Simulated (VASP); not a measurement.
Here is a VASP 6.6.1 calculation.

Contents of INCAR:

```
SYSTEM = Nb3C2
  ALGO = Normal
  EDIFF = 1E-6
  ENCUT = 520
  GGA = PE
  ISIF = 2
  ISMEAR = 0
  ISPIN = 2
  LASPH = .TRUE.
  LCHARG = .TRUE.
  LELF = .TRUE.
  LMAXMIX = 4
  LORBIT = 11
  LREAL = .FALSE.
  LVHAR = .TRUE.
  LWAVE = .FALSE.
  MAGMOM = 1 1 1 1 1 1 0 0 0 0
  NBANDS = 62
  NELM = 150
  PREC = Accurate
  SIGMA = 0.1
```

File KPOINTS:

```
k-points
0
G
  6 6 2
  0 0 0
```

Contents of POSCAR:

```
Nb3C2
1.0
    3.5162109231      0.0000000000      0.0000000000
   -1.7581054616      3.0451279845      0.0000000000
    0.0000000000      0.0000000000     13.0949295982
Nb C
6 4
Direct
    0.3333333333      0.6666666667      0.0792672206
    0.6666666667      0.3333333333      0.5792672206
    0.6666666667      0.3333333333      0.9207327794
    0.3333333333      0.6666666667      0.4207327794
    0.0000000000      0.0000000000      0.2500000000
    0.0000000000      0.0000000000      0.7500000000
    0.0000000000      0.0000000000      0.0000000000
    0.0000000000      0.0000000000      0.5000000000
    0.3333333333      0.6666666667      0.2500000000
    0.6666666667      0.3333333333      0.7500000000
```

Potentials or basis: VASP PAW PBE potentials, release 64 (Nb_sv, C).

Command:

```console
$ cat potpaw_PBE.64/Nb_sv/POTCAR potpaw_PBE.64/C/POTCAR > POTCAR
$ mpirun -np 1 vasp_std > vasp.out
```

What does it give for the pressure?

0.0 GPa.

Predict the net moment.

0.00 μB per cell.

Forces on the atoms (eV/Å):
```
Nb   0.000  0.000 -0.022
Nb   0.000  0.000 -0.022
Nb   0.000  0.000  0.022
Nb   0.000  0.000  0.022
Nb   0.000  0.000  0.000
Nb   0.000  0.000  0.000
C    0.000  0.000  0.000
C    0.000  0.000  0.000
C    0.000  0.000  0.000
C    0.000  0.000  0.000
```
